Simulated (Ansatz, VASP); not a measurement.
# Si3N4 in VASP and in Ansatz

```
CELL_PARAMETERS angstrom
7.54403 0.00000 0.00000
-3.77201 6.53332 0.00000
0.00000 0.00000 2.88282
ATOMIC_POSITIONS crystal
Si 0.76600 0.17230 0.32563
Si 0.59370 0.76600 0.82563
Si 0.82770 0.59370 0.32563
Si 0.23400 0.82770 0.82563
Si 0.40630 0.23400 0.32563
Si 0.17230 0.40630 0.82563
N 0.02814 0.32936 0.32563
N 0.69878 0.02814 0.82563
N 0.67064 0.69878 0.32563
N 0.97186 0.67064 0.82563
N 0.30122 0.97186 0.32563
N 0.32936 0.30122 0.82563
N 0.33333 0.66667 0.82563
N 0.66667 0.33333 0.32563
```

Change from the starting cell: volume scaled by 0.98, ions relaxed.

Alike in both runs: functional PBE; k mesh 4 × 4 × 10; occupations fermi-dirac, width 0.02 eV; no spin polarisation.

Ansatz relaxed the structure, and its values are those at the end. VASP's run is a single point on that final structure, the one shown.

|  | VASP | Ansatz |
| --- | --- | --- |
| version | VASP 6.6.1 | Ansatz 0.2.0 |
| potentials or method | VASP PAW PBE potentials, release 64 (Si, N) | plane-wave PAW, scalar-relativistic |
| plane-wave cutoff (eV) | 520 | 420 |
| valence electrons in the cell | 64 | 64 |

|  | VASP | Ansatz | Ansatz less VASP |
| --- | --- | --- | --- |
| gap on the k mesh at the Fermi level (eV) | 4.43 | 4.44 | +0.012 |
| pressure (GPa) | 11.6 | 11.9 | +0.29 |
| rms of the force components (eV/Å) | 0.005 | 0.003 | -0.0017 |

With one functional, cell and mesh, what is left measures potentials, basis and numerics. Ansatz's warnings: stress scf threshold loose.
